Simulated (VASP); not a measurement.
**SiC2: single point with r2SCAN**

SiC2:

```
C Si
1.0
     2.93757    0.00000    0.00000
    -1.46878    2.54401    0.00000
     0.00000    0.00000    7.22610
C Si
4 2
Direct
  0.00000 0.00000 0.88865
  0.66667 0.33333 0.53529
  0.33333 0.66667 0.46471
  0.00000 0.00000 0.11135
  0.33333 0.66667 0.20369
  0.66667 0.33333 0.79631
```

| Quantity | Value |
| --- | --- |
| Program | VASP 6.6.1 |
| Task | single point |
| Functional | r2SCAN |
| Potentials or basis | VASP PAW PBE potentials, release 64 (C, Si) |
| Cutoff | 520 eV |
| k mesh | 12 × 12 × 4 |
| Occupations | gaussian, width 0.01 eV |
| Spin | no spin polarisation |
| Dipole correction | no |
| Further INCAR settings | ALGO = Normal; EDIFF = 1e-07; NBANDS = 21 |

```json
{"Pressure": "-0.1 GPa", "Largest force": "0.038 eV/Å", "Band gap on the k mesh": "1.87 eV (least direct gap 2.28 eV)"}
```

Forces in eV/Å, atoms in the order of the input:
```
C    0.000  0.000 -0.038
C    0.000  0.000  0.022
C    0.000  0.000 -0.022
C    0.000  0.000  0.038
Si   0.000  0.000 -0.012
Si   0.000  0.000  0.012
```

Stress tensor (GPa, compression positive):
```
-0.09  0.00  0.00
 0.00 -0.09  0.00
 0.00  0.00 -0.25
```

Levels at points of the mesh, in eV from the valence-band top:
```
           k point  band 10  band 11  band 12  band 13  band 14  band 15
(0.00, 0.00, 0.00)    -0.64     0.00     0.00     2.28     3.97     3.97
(0.50, 0.00, 0.00)    -4.32    -4.12    -2.01     1.95     2.27     3.50
(0.00, 0.00, 0.50)    -2.47    -0.08    -0.08     2.40     4.10     4.10
(0.50, 0.00, 0.50)    -4.65    -2.83    -1.75     2.26     2.91     3.90
```

It took 110 s on 1 thread of Intel(R) Xeon(R) 6975P-C (Granite Rapids), with other jobs on the host, peak memory 0.21 GiB.

Caveat: the PAW data sets were made with another functional, which shifts forces and pressure a little. A k mesh can miss the band edges.
